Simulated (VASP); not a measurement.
# Si2W (I4/mmm) in VASP: a series of runs

Runs on Si2W. Level: PBE. Tasks: single point, relaxation of shape and atoms at fixed volume.

Program: VASP 6.6.1. These are calculated values, not measurements. Logs are shortened: lines on timing, memory, paths and dates and some standing lists are left out, and cuts for length are marked.

## (1) The cell of the first run

The structure is tetragonal, space group I4/mmm (No. 139). The conventional cell has a = 3.296 Å, b = 3.296 Å, c = 8.002 Å, α = 90.00°, β = 90.00°, γ = 90.00°. Si (site symmetry 4mm) has 9 Si at 2.63 to 3.30 Å and 5 W at 2.68 to 2.69 Å within 3.5 Å. W (site symmetry 4/mmm) has 10 Si at 2.68 to 2.69 Å and 4 W at 3.30 Å within 3.5 Å.

## (2) Single point, PBE (14.49 Å³/atom)

INCAR reads:

```
SYSTEM = Si2W
ALGO     = Normal         ! electronic algorithm
EDIFF    = 1E-6           ! SCF threshold, eV
ENCUT    = 520            ! plane-wave cutoff, eV
GGA      = PE             ! functional
ISIF     = 2              ! what is computed and relaxed
ISMEAR   = 0              ! smearing method
LASPH    = .True.         ! aspherical terms in the spheres
LCHARG   = .False.        ! write CHGCAR
LREAL    = .False.        ! projectors in reciprocal space
LWAVE    = .False.        ! write WAVECAR
NBANDS   = 18             ! bands
NELM     = 100            ! most SCF steps
PREC     = Accurate       ! precision mode
SIGMA    = 0.1            ! smearing width, eV
```

KPOINTS reads:

```
k-points
0
Gamma
  18 18 18
  0 0 0
```

POSCAR reads:

```
Si2W
1.0
   -1.6481739673      1.6481739673      4.0010733229
    1.6481739673     -1.6481739673      4.0010733229
    1.6481739673      1.6481739673     -4.0010733229
Si W
2 1
Direct
    0.3356159715      0.3356159715      0.0000000000
    0.6643840285      0.6643840285      0.0000000000
    0.0000000000      0.0000000000      0.0000000000
```

Potentials or basis: VASP PAW PBE potentials, release 64 (Si, W_sv).

The run is started by

```sh
> cat potpaw_PBE.64/Si/POTCAR potpaw_PBE.64/W_sv/POTCAR > POTCAR
> mpirun -np 1 vasp_std > vasp.out
```

OUTCAR:

```text
SYSTEM = Si2W
   EDIFF = 1E-6
   ENCUT = 520
   GGA = PE
   ISIF = 2
   ISMEAR = 0
   LASPH = .True.
   LREAL = .False.
   NELM = 100
   PREC = Accurate

 ion  position               nearest neighbor table
   1  0.336  0.336  0.000-   2 2.63   3 2.68   3 2.68   3 2.68   3 2.68   3 2.69   2 2.70   2 2.70
                             2 2.70   2 2.70
   2  0.664  0.664  0.000-   1 2.63   3 2.68   3 2.68   3 2.68   3 2.68   3 2.69   1 2.70   1 2.70
                             1 2.70   1 2.70
   3  0.000  0.000  0.000-   2 2.68   2 2.68   1 2.68   2 2.68   1 2.68   1 2.68   2 2.68   1 2.68
                             1 2.69   2 2.69

  LATTYP: Found a body centered tetragonal cell.
 ALAT       =     3.2963479346
 C/A-ratio  =     2.4275794924

  Lattice vectors:

 A1 = (  -1.6481739673,   1.6481739673,   4.0010733229)
 A2 = (   1.6481739673,  -1.6481739673,   4.0010733229)
 A3 = (   1.6481739673,   1.6481739673,  -4.0010733229)

Analysis of symmetry for initial positions (statically):
=====================================================================
 Subroutine PRICEL returns:
 Original cell was already a primitive cell.

 Routine SETGRP: Setting up the symmetry group for a
 body centered tetragonal supercell.

 Subroutine GETGRP returns: Found 16 space group operations
 (whereof 16 operations were pure point group operations)
 out of a pool of 16 trial point group operations.

The static configuration has the point symmetry D_4h.

Analysis of symmetry for dynamics (positions and initial velocities):
=====================================================================
 Subroutine PRICEL returns:
 Original cell was already a primitive cell.

 Routine SETGRP: Setting up the symmetry group for a
 body centered tetragonal supercell.

 Subroutine GETGRP returns: Found 16 space group operations
 (whereof 16 operations were pure point group operations)
 out of a pool of 16 trial point group operations.

The dynamic configuration has the point symmetry D_4h.

 Subroutine INISYM returns: Found 16 space group operations
 (whereof 16 operations are pure point group operations),
 and found     1 'primitive' translations

----------------------------------------------------------------------------------------

                                     Primitive cell

  volume of cell :      43.4753

  direct lattice vectors                    reciprocal lattice vectors
    -1.648173967  1.648173967  4.001073323     0.000000000  0.303366034  0.124966468
     1.648173967 -1.648173967  4.001073323     0.303366034  0.000000000  0.124966468
     1.648173967  1.648173967 -4.001073323     0.303366034  0.303366034  0.000000000

  length of vectors
     4.630501332  4.630501332  4.630501332     0.328096889  0.328096889  0.429024360

  position of ions in fractional coordinates (direct lattice)
     0.335615971  0.335615971  0.000000000
     0.664384029  0.664384029  0.000000000
     0.000000000  0.000000000  0.000000000

  ion indices of the primitive-cell ions
   primitive index   ion index
                 1           1
                 2           2
                 3           3

----------------------------------------------------------------------------------------

 KPOINTS: k-points

Automatic generation of k-mesh.
 Grid dimensions read from file:
 generate k-points for:   18   18   18

 Generating k-lattice:

  Cartesian coordinates                     Fractional coordinates (reciprocal lattice)
     0.000000000  0.016853669  0.006942582     0.055555556  0.000000000  0.000000000
     0.016853669  0.000000000  0.006942582     0.000000000  0.055555556  0.000000000
     0.016853669  0.016853669  0.000000000     0.000000000  0.000000000  0.055555556

  Length of vectors
     0.018227605  0.018227605  0.023834687

  Shift w.r.t. Gamma in fractional coordinates (k-lattice)
     0.000000000  0.000000000  0.000000000

 Subroutine IBZKPT returns following result:
 ===========================================

 Found    480 irreducible k-points:

 Following reciprocal coordinates:
            Coordinates               Weight
  0.000000  0.000000  0.000000      1.000000
  0.055556 -0.000000  0.000000      8.000000
  0.111111 -0.000000  0.000000      8.000000
  0.166667 -0.000000  0.000000      8.000000
  0.222222 -0.000000  0.000000      8.000000
  0.277778  0.000000  0.000000      8.000000
[... 16 lines left out ...]
 -0.277778  0.055556  0.000000     16.000000
 -0.222222  0.055556 -0.000000     16.000000
 [... further k-points ...]
   k-points           NKPTS =    480   k-points in BZ     NKDIM =    480   number of bands    NBANDS=     18
   number of dos      NEDOS =    301   number of ions     NIONS =      3
   total plane-waves  NPLWV =  46656
   dimension x,y,z NGX =    36 NGY =   36 NGZ =   36
   dimension x,y,z NGXF=    72 NGYF=   72 NGZF=   72
   ions per type =               2   1
   NGX,Y,Z   is equivalent  to a cutoff of  12.92, 12.92, 12.92 a.u.
   NGXF,Y,Z  is equivalent  to a cutoff of  25.85, 25.85, 25.85 a.u.
 SYSTEM =  Si2W
   PREC   = accura    normal or accurate (medium, high low for compatibility)
   ISTART =      0    job   : 0-new  1-cont  2-samecut
   ICHARG =      2    charge: 1-file 2-atom 10-const
   ISPIN  =      1    spin polarized calculation?
   LNONCOLLINEAR =      F non collinear calculations
   LSORBIT =      F    spin-orbit coupling
   LASPH  =      T    aspherical Exc in radial PAW
   ENCUT  =  520.0 eV  38.22 Ry    6.18 a.u.   8.61  8.61  8.61*2*pi/ulx,y,z
   NELM   =    100;   NELMIN=  2; NELMDL= -5     # of ELM steps
   EDIFF  = 0.1E-05   stopping-criterion for ELM
   LREAL  =      F    real-space projection
   EDIFFG = 0.1E-04   stopping-criterion for IOM
   NSW    =      0    number of steps for IOM
   IBRION =     -1    ionic relax: 0-MD 1-quasi-New 2-CG
   NFREE  =      0    steps in history (QN), initial steepest desc. (CG)
   ISIF   =      2    stress and relaxation
   ISYM   =      2    0-nonsym 1-usesym 2-fastsym
   POTIM  = 0.5000    time-step for ionic-motion
   TEBEG  =    0.0;   TEEND  =   0.0 temperature during run
   PSTRESS=    0.0 pullay stress
   NELECT =      22.0000    total number of electrons
   NUPDOWN=      -1.0000    fix difference up-down
   EMIN   =  10.00;   EMAX   =-10.00  energy-range for DOS
   EFERMI =   0.00;   METHOD = LEGACY
   ISMEAR =     0;   SIGMA  =   0.10  broadening in eV -4-tet -1-fermi 0-gaus
   EFERMI_NEDOS =   21; number of points for ismear=-14 and -15
   IALGO  =     38    algorithm
   IMIX   =      4    mixing-type and parameters
     AMIX     =   0.40;   BMIX     =  1.00
     AMIX_MAG =   1.60;   BMIX_MAG =  1.00
  volume/ion in A,a.u.               =      14.49        97.80
  Fermi-wavevector in a.u.,A,eV,Ry     =   1.304572  2.465284 23.155880  1.701909
  Thomas-Fermi vector in A             =   2.435499
   LORBIT       =      0    0 simple, 1 ext, 2 COOP (PROOUT), +10 PAW based schemes
   GGA     = PE    functional components
   LHFCALC =     F    Hartree Fock is set to
   AEXX    =    0.0000 exact exchange contribution
   IVDW    =     0    specifies the selected vdW correction
   LEPSILON=     F    determine dielectric tensor
   LRPA    =     F    only Hartree local field effects (RPA)
 non-spin polarized calculation
 Gauss-broadening in eV      SIGMA  =   0.10
  energy-cutoff  :      520.00
  volume of cell :       43.48
 maximum number of plane-waves:      1195
   NGX = 17   NGY = 17   NGZ = 17

 number of electron      22.0000001 magnetization

 Free energy of the ion-electron system (eV)
  ---------------------------------------------------
  ext. energy  EPLUGINS =         0.00000000
  ---------------------------------------------------
  free energy    TOTEN  =       -24.72752492 eV

  energy without entropy =      -24.72645875  energy(sigma->0) =      -24.72699184

 E-fermi :  10.9192     XC(G=0): -12.1851

 val. band max:       10.8344762984   @ k =  -0.3889  -0.3889   0.3333
 cond. band min:      10.9212610395   @ k =   0.2778   0.2778   0.2222
 fundamental gap:      0.0867847411
 Fermi energy:        10.9191814930

 k-point     1 :       0.0000    0.0000    0.0000
  band No.  band energies     occupation
      1     -63.0728      2.00000
      2     -27.2840      2.00000
      3     -27.2840      2.00000
      4     -27.2612      2.00000
      5      -2.5283      2.00000
      6       4.5388      2.00000
[... 10 lines left out ...]
     17      16.2054      0.00000
     18      16.2054      0.00000

 k-point     2 :       0.0556   -0.0000    0.0000
  band No.  band energies     occupation
      1     -63.0726      2.00000
      2     -27.2889      2.00000
      3     -27.2836      2.00000
      4     -27.2608      2.00000
      5      -2.4731      2.00000
      6       4.5339      2.00000
[... 10 lines left out ...]
     17      16.2086      0.00000
     18      16.4383      0.00000

 k-point     3 :       0.1111   -0.0000    0.0000
  band No.  band energies     occupation
      1     -63.0722      2.00000
      2     -27.3029      2.00000
      3     -27.2823      2.00000
      4     -27.2598      2.00000
      5      -2.3087      2.00000
      6       4.5102      2.00000
[... 10 lines left out ...]
     17      16.2555      0.00000
     18      17.0114      0.00000

 k-point     4 :       0.1667   -0.0000    0.0000
  band No.  band energies     occupation
      1     -63.0715      2.00000
      2     -27.3243      2.00000
      3     -27.2804      2.00000
      4     -27.2582      2.00000
      5      -2.0383      2.00000
      6       4.4368      2.00000
[... 375 lines left out ...]
      4     -27.2513      2.00000
      5      -0.6926      2.00000
      6       3.5572      2.00000
[... 10 lines left out ...]
     17      17.7806      0.00000
     18      18.7001      0.00000

 k-point    23 :      -0.2778    0.0556    0.0000
  band No.  band energies     occupation
      1     -63.0697      2.00000
      2     -27.3775      2.00000
      3     -27.2802      2.00000
      4     -27.2532      2.00000
      5      -1.2282      2.00000
      6       4.1263      2.00000
[... 10 lines left out ...]
     17      17.3635      0.00000
     18      18.6774      0.00000

 k-point    24 :      -0.2222    0.0556   -0.0000
  band No.  band energies     occupation
      1     -63.0706      2.00000
      2     -27.3499      2.00000
      3     -27.2827      2.00000
      4     -27.2554      2.00000
      5      -1.6780      2.00000
      6       4.5298      2.00000
[... 10 lines left out ...]
     17      16.7238      0.00000
     18      18.8329      0.00000

 [... further k-points ...]

------------------------ aborting loop because EDIFF is reached ----------------------------------------

  FORCE on cell =-STRESS in cart. coord.  units (eV):
  Direction    XX          YY          ZZ          XY          YZ          ZX
  --------------------------------------------------------------------------------------
  -------------------------------------------------------------------------------------
  Total       -2.9973713     -2.9973713     -3.0288021      0.0000000      0.0000000      0.0000000
  in kB     -110.4608853   -110.4608853   -111.6191933      0.0000000      0.0000000      0.0000000
  external PRESSURE =    -110.8469880 kB  Pullay stress =       0.0000000 kB

 VOLUME and BASIS-vectors are now :
 -----------------------------------------------------------------------------
  energy-cutoff  :      520.00
  volume of cell :       43.48
      direct lattice vectors                 reciprocal lattice vectors
    -1.648173967  1.648173967  4.001073323     0.000000000  0.303366034  0.124966468
     1.648173967 -1.648173967  4.001073323     0.303366034  0.000000000  0.124966468
     1.648173967  1.648173967 -4.001073323     0.303366034  0.303366034  0.000000000

 POSITION                                       TOTAL-FORCE (eV/Angst)
 -----------------------------------------------------------------------------------
      0.00000      0.00000      2.68565         0.000000      0.000000     -0.004646
      0.00000      0.00000      5.31650         0.000000      0.000000      0.004646
      0.00000      0.00000      0.00000        -0.000000     -0.000000     -0.000000
 -----------------------------------------------------------------------------------
    total drift:                               -0.000000      0.000000      0.000000

  FREE ENERGIE OF THE ION-ELECTRON SYSTEM (eV)
  ---------------------------------------------------
  free  energy   TOTEN  =       -24.7275249207 eV

  energy  without entropy=      -24.7264587515  energy(sigma->0) =      -24.72699184
```

Run time: 4.9 min. Hardware: 1 thread of AMD EPYC 9R45 (Zen 5), shared host; peak memory 0.44 GiB.

Results:

```yaml
Free_energy: -24.7275 eV
Pressure: -11.1 GPa
Largest_force: 0.005 eV/Å
Band_gap_on_the_k_mesh: zero (bands 11 and 12 overlap by 1.11 eV)
```

Forces on the atoms (eV/Å):
```
Si   0.000  0.000 -0.005
Si   0.000  0.000  0.005
W    0.000  0.000  0.000
```

Levels at points of the mesh, in eV from the Fermi level:
| k point | band 9 | band 10 | band 11 | band 12 | band 13 | band 14 |
| --- | --- | --- | --- | --- | --- | --- |
| (0.00, 0.00, 0.00) | -2.62 | -2.62 | 0.53 | 2.35 | 2.82 | 2.82 |
| (0.50, 0.00, 0.00) | -2.61 | -2.48 | -0.34 | 2.40 | 2.70 | 3.73 |
| (0.50, 0.50, 0.00) | -4.70 | -2.93 | -1.75 | 2.61 | 2.65 | 2.78 |
| (0.50, 0.50, 0.50) | -0.82 | -0.82 | -0.44 | -0.44 | 0.69 | 4.09 |

Caveat: the cell stands under tension; spin-orbit coupling is left out, which moves the levels of the heavy elements.

## (3) Single point, PBE (15.04 Å³/atom)

This run uses another cell than the first one, of 15.04 Å³/atom.

INCAR reads:

```
ALGO = Normal ; EDIFF = 1E-7
ENCUT = 520 ; GGA = PE
ISIF = 2 ; ISMEAR = 0
LASPH = True ; LCHARG = True
LELF = True ; LREAL = False
LVHAR = True ; LWAVE = False
NBANDS = 18 ; NELM = 100
PREC = Accurate ; SIGMA = 0.1
```

KPOINTS reads:

```
k-points
0
Gamma
  18 18 18
```

POSCAR reads:

```
Si2W
1.0
   -1.6697260447      1.6697260447      4.0455631779
    1.6697260447     -1.6697260447      4.0455631779
    1.6697260447      1.6697260447     -4.0455631779
Si W
2 1
Direct
    0.3363712124      0.3363712124      0.0000000000
    0.6636287876      0.6636287876      0.0000000000
    0.0000000000      0.0000000000      0.0000000000
```

Potentials or basis: VASP PAW PBE potentials, release 64 (Si, W_sv).

The run is started by

```sh
> cat potpaw_PBE.64/Si/POTCAR potpaw_PBE.64/W_sv/POTCAR > POTCAR
> mpirun -np 1 vasp_std > vasp.out
```

It took 6.1 min on 1 thread of AMD EPYC 9R45 (Zen 5), shared host; peak memory 0.45 GiB.

Results (log left out):

| Quantity | Value |
| --- | --- |
| Free energy | -24.5849 eV |
| Pressure | -16.7 GPa |
| Largest force | 0.006 eV/Å |
| Band gap on the k mesh | zero (bands 11 and 12 overlap by 1.03 eV) |

Forces on the atoms (eV/Å):
```
Si   0.000  0.000 -0.006
Si   0.000  0.000  0.006
W    0.000  0.000  0.000
```

Stress tensor (GPa, compression positive):
```
-16.63   0.00   0.00
  0.00 -16.63   0.00
  0.00   0.00 -16.75
```

Levels at points of the mesh, in eV from the Fermi level:
| k point | band 7 | band 8 | band 9 | band 10 | band 11 | band 12 | band 13 | band 14 | band 15 | band 16 |
| --- | --- | --- | --- | --- | --- | --- | --- | --- | --- | --- |
| (0.00, 0.00, 0.00) | -3.77 | -2.81 | -2.49 | -2.49 | 0.50 | 2.20 | 2.70 | 2.70 | 3.40 | 4.10 |
| (0.50, 0.00, 0.00) | -5.27 | -4.47 | -2.52 | -2.33 | -0.30 | 2.26 | 2.67 | 3.61 | 3.63 | 4.97 |
| (0.50, 0.50, 0.00) | -5.44 | -5.43 | -4.52 | -2.78 | -1.73 | 2.50 | 2.54 | 2.62 | 3.64 | 4.17 |
| (0.50, 0.50, 0.50) | -3.24 | -2.21 | -0.79 | -0.79 | -0.41 | -0.41 | 0.64 | 3.72 | 4.22 | 6.21 |

Caveat: the cell stands under tension; spin-orbit coupling is left out, which moves the levels of the heavy elements.

## (4) Relaxation of shape and atoms at fixed volume, PBE (12.44 Å³/atom)

This run uses another cell than the first one, of 12.44 Å³/atom.

INCAR reads:

```
ALGO = Normal
EDIFF = 1E-6
EDIFFG = -0.01
ENCUT = 600
GGA = PE
IBRION = 2
ISIF = 4
ISMEAR = 0
LASPH = True
LCHARG = False
LREAL = False
LWAVE = False
NELM = 80
NSW = 50
PREC = Accurate
SIGMA = 0.1
```

KPOINTS is that of step 3.

POSCAR reads:

```
Si2W
1.0
   -1.5620874168      1.5620874168      3.8239083061
    1.5620874168     -1.5620874168      3.8239083061
    1.5620874168      1.5620874168     -3.8239083061
Si W
2 1
Direct
    0.3336337356      0.3336337356      0.0000000000
    0.6663662644      0.6663662644      0.0000000000
    0.0000000000      0.0000000000      0.0000000000
```

The run is started by

```sh
> cat potpaw_PBE.64/Si/POTCAR potpaw_PBE.64/W_sv/POTCAR > POTCAR
> mpirun -np 1 vasp_std > vasp.out
```

Wall time 10 min (1 thread of AMD EPYC 9R45 (Zen 5), shared host); peak memory 0.44 GiB.

It converged, with:

* Free energy: -24.5452 eV
* Energy gained by relaxing: 0.2 meV/atom
* Ionic steps: 5
* Pressure after relaxing: 25.4 GPa
* Band gap on the k mesh: zero (bands 11 and 12 overlap by 1.50 eV)

The path:
```tsv
step	energy change (eV)	largest force (eV/Å)	pressure (GPa)	volume (Å³)
1	0.0000	0.0970	25.53	37.32
2	-0.0004	0.0148	25.34	37.32
3	-0.0005	0.0192	25.40	37.32
4	-0.0006	0.0105	25.40	37.32
5	-0.0006	0.0001	25.41	37.32
```

Final structure:
```cif
data_structure
_symmetry_space_group_name_H-M 'P 1'
_symmetry_Int_Tables_number 1
_cell_length_a 4.4203
_cell_length_b 4.4203
_cell_length_c 4.4203
_cell_angle_alpha 138.642
_cell_angle_beta 138.642
_cell_angle_gamma 59.921
_cell_volume 37.32
loop_
_atom_site_label
_atom_site_type_symbol
_atom_site_fract_x
_atom_site_fract_y
_atom_site_fract_z
_atom_site_occupancy
Si1 Si 0.33312 0.33312 0.00000 1
Si2 Si 0.66688 0.66688 0.00000 1
W1 W 0.00000 0.00000 0.00000 1
```

Levels at points of the mesh, in eV from the Fermi level:
| k point | band 7 | band 8 | band 9 | band 10 | band 11 | band 12 | band 13 | band 14 | band 15 |
| --- | --- | --- | --- | --- | --- | --- | --- | --- | --- |
| (0.00, 0.00, 0.00) | -3.75 | -3.72 | -3.09 | -3.09 | 0.75 | 2.56 | 3.25 | 3.44 | 3.44 |
| (0.50, 0.00, 0.00) | -6.10 | -5.10 | -3.10 | -2.97 | -0.53 | 2.90 | 3.12 | 4.11 | 5.02 |
| (0.50, 0.50, 0.00) | -6.42 | -5.53 | -5.38 | -3.64 | -1.70 | 2.99 | 3.41 | 3.58 | 4.07 |
| (0.50, 0.50, 0.50) | -4.30 | -2.88 | -0.84 | -0.84 | -0.56 | -0.56 | 0.96 | 4.68 | 5.89 |

Caveat: spin-orbit coupling is left out, which moves the levels of the heavy elements.

## (5) Overview

```tsv
task	cell	cutoff (eV)	gap on the mesh (eV)	pressure (GPa)
single point	a = 4.631 Å, angles 138.3, 138.3, 60.4°, 3 atoms, atomic positions A	520	none	-11.1
single point	a = 4.684 Å, angles 138.2, 138.2, 60.5°, 3 atoms, atomic positions A	520	none	-16.7
relaxation of shape and atoms at fixed volume	relaxed from a = 4.416 Å, angles 138.6, 138.6, 60.0°, 3 atoms, atomic positions B	600	none	25.4
```

Alike in all rows: level PBE; potentials or basis VASP PAW PBE potentials, release 64 (Si, W_sv); no spin polarisation; k mesh 18 × 18 × 18; smearing gaussian 0.1 eV.

Caveats: spin-orbit coupling is left out, which moves the levels of the heavy elements; the cell stands under tension (at least some runs).

Total energies depend on the potentials used, so only differences within one code and one set of settings carry meaning.
